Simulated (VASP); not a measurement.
BN: single point with PBEsol

BN:

```
B N
1.0
     2.50399    0.00000    0.00000
    -1.25200    2.16852    0.00000
     0.00000    0.00000    6.32814
B N
2 2
Cartesian
  0.0000 1.4457 1.5820
  1.2520 0.7228 4.7461
  0.0000 1.4457 4.7461
  1.2520 0.7228 1.5820
```

This cell differs from its parent crystal: strain +0.000 along x and y, -0.050 along z.

```json
{
  "Program": "VASP 6.6.1",
  "Task": "single point",
  "Functional": "PBEsol",
  "Potentials or basis": "VASP PAW PBE potentials, release 64 (B, N)",
  "Cutoff": "520 eV",
  "k mesh": "12 × 12 × 4",
  "Occupations": "gaussian, width 0.05 eV",
  "Spin": "no spin polarisation"
}
```

```yaml
Pressure: 1.4 GPa
Band_gap_on_the_k_mesh: 4.05 eV, indirect (least direct gap 4.42 eV)
```

Stress tensor (GPa, compression positive):
```
0.94 0.00 0.00
0.00 0.94 0.00
0.00 0.00 2.28
```

Levels at points of the mesh, in eV from the valence-band top:
```csv
k point,band 4,band 5,band 6,band 7,band 8,band 9,band 10,band 11,band 12,band 13
"(0.00, 0.00, 0.00)",-3.85,-1.36,-1.36,-1.30,-1.30,5.34,10.70,11.43,11.43,11.61
"(0.50, 0.00, 0.00)",-8.88,-4.20,-4.09,-1.69,-0.37,4.05,5.78,9.45,9.79,12.66
"(0.00, 0.00, 0.50)",-5.39,-1.33,-1.33,-1.33,-1.33,8.01,8.01,11.52,11.52,11.52
"(0.50, 0.00, 0.50)",-8.94,-4.15,-4.15,-0.99,-0.99,4.58,4.58,9.84,9.84,13.60
```

Run time: 20 s on 1 thread of AMD EPYC 7R43 64-Core Processor (Zen 3), with other jobs on the host, peak memory 0.12 GiB.

Caveat: the cell differs from its parent crystal (strain +0.000 along x and y, -0.050 along z); the PAW data sets were made with another functional, which shifts forces and pressure a little; this functional lacks dispersion, which binds the layers, so the pressure and a relaxed spacing across them are unreliable. A k mesh can miss the band edges.
